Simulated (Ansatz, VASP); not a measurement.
## YbOs: VASP beside Ansatz

```
Yb Os
1.0
     3.32776    0.00000    0.00000
     0.00000    3.32776    0.00000
     0.00000    0.00000    3.32776
Yb Os
1 1
Direct
  0.00000 0.00000 0.00000
  0.50000 0.50000 0.50000
```

Alike in both runs: task single point; functional r2SCAN; k mesh 10 × 10 × 10; occupations gaussian, width 0.05 eV; no spin polarisation.

|  | VASP | Ansatz |
| --- | --- | --- |
| version | VASP 6.6.1 | Ansatz 0.2.0 |
| potentials or method | VASP PAW PBE potentials, release 64 (Yb, Os), cutoff 520 eV | scalar-relativistic, plane waves, PAW |
| valence electrons in the cell | 32 | 40 |

```csv
,VASP,Ansatz,Ansatz less VASP
gap on the k mesh at the Fermi level (eV),none,none,-
pressure (GPa),0.5,0.0,-0.54
```

VASP's potentials were made for PBE, not for r2SCAN. A gap of «none» marks a metal or a gap that the smearing closes. VASP's potentials hold 32 valence electrons a cell and Ansatz's 40, so a difference there can come from the potentials and not from the codes.

Spin-orbit coupling is off throughout.
